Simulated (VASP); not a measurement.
LiCl: elastic constants with PBE

LiCl:

```
Li Cl
1.0
     3.62127    0.00000    0.00000
    -1.81063    3.13611    0.00000
     0.00000    0.00000   12.02068
Li Cl
4 4
Direct
  0.33333 0.66667 0.87672
  0.66667 0.33333 0.12328
  0.66667 0.33333 0.37672
  0.33333 0.66667 0.62328
  0.66667 0.33333 0.75000
  0.00000 0.00000 0.00000
  0.33333 0.66667 0.25000
  0.00000 0.00000 0.50000
```

```yaml
Program: VASP 6.6.1
Task: elastic constants
Functional: PBE
Potentials_or_basis: VASP PAW PBE potentials, release 64 (Li_sv, Cl)
Cutoff: 750 eV
k_mesh: 6 × 6 × 2
Occupations: gaussian, width 0.01 eV
Spin: no spin polarisation
Dipole_correction: no
Ions_in_elastic_constants: relaxed
Further_INCAR_settings: ALGO = Normal; EDIFF = 1e-08; IBRION = 6; POTIM = 0.015; NSW = 1; ISIF = 3
```

```yaml
Voigt_bulk_modulus: 32 GPa
Highest_phonon_frequency_at_Γ_LO-TO_splitting_left_out: 410 cm⁻¹
```

Phonon frequencies in cm⁻¹ (negative: imaginary):
```tsv
q point	frequencies
(0.000, 0.000, 0.000)	0 0 0 63 63 76 76 106 106 141 145 161 161 165 165 170 176 176 185 185 200 387 406 410
```

Elastic tensor in Voigt notation (GPa, in the Cartesian axes of the cell as first typed):
```
61 22 13  0  0  0
22 61 13  0  0  0
13 13 69  0  0  0
 0  0  0 14  0  0
 0  0  0  0 14  0
 0  0  0  0  0 20
```

Clamped-ion elastic tensor (GPa):
```
63 21 12  0  0  0
21 63 12  0  0  0
12 12 70  0  0  0
 0  0  0 16  0  0
 0  0  0  0 16  0
 0  0  0  0  0 21
```

Run time: 11 min on 4 MPI ranks on Intel(R) Xeon(R) Platinum 8488C (Sapphire Rapids) (shared host), peak memory 0.56 GiB a rank.
